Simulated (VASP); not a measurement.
Write the native input for VASP 6.6.1 that does the following.

* Task: single point
* Functional: PBE
* Potentials or basis: VASP PAW PBE potentials, release 64 (Si)
* Cutoff: 500 eV
* k mesh: 8 × 8 × 8
* Occupations: gaussian, width 0.02 eV
* Spin: no spin polarisation
* Dipole correction: no
* Further INCAR settings: ALGO = Normal; EDIFF = 1e-06; NBANDS = 11; ISYM = 0

The structure of Si lies in POSCAR:

```
Si
1.0
    0.0000000000      2.7350468821      2.7350468821
    2.7350468821      0.0000000000      2.7350468821
    2.7350468821      2.7350468821      0.0000000000
Si
2
Direct
    0.7500000000      0.7500000000      0.7500000000
    0.5000000000      0.5000000000      0.5000000000
```

One way to write it, as run:

INCAR

```
  PREC = Accurate
  ENCUT = 500
  EDIFF = 1E-6
  ISMEAR = 0
  SIGMA = 0.02
  LREAL = F
  LASPH = T
  NELM = 120
  ALGO = Normal
  ISIF = 2
  LWAVE = F
  LCHARG = T
  GGA = PE
  LELF = T
  LVHAR = T
  NBANDS = 11
  ISYM = 0
  GGA_COMPAT = F
```

KPOINTS

```
regular mesh
0
Gamma
  8 8 8
```

Potentials or basis: VASP PAW PBE potentials, release 64 (Si).

Launch:

```console
$ cat potpaw_PBE.64/Si/POTCAR > POTCAR
$ mpirun -np 1 vasp_std > vasp.out
```

It gave:

| Quantity | Value |
| --- | --- |
| Pressure | -0.1 GPa |
| Band gap on the k mesh | 0.65 eV, indirect (least direct gap 2.56 eV) |

It took 85 s on 1 thread of Intel Xeon 8259CL, on a shared host, peak memory 0.21 GiB.
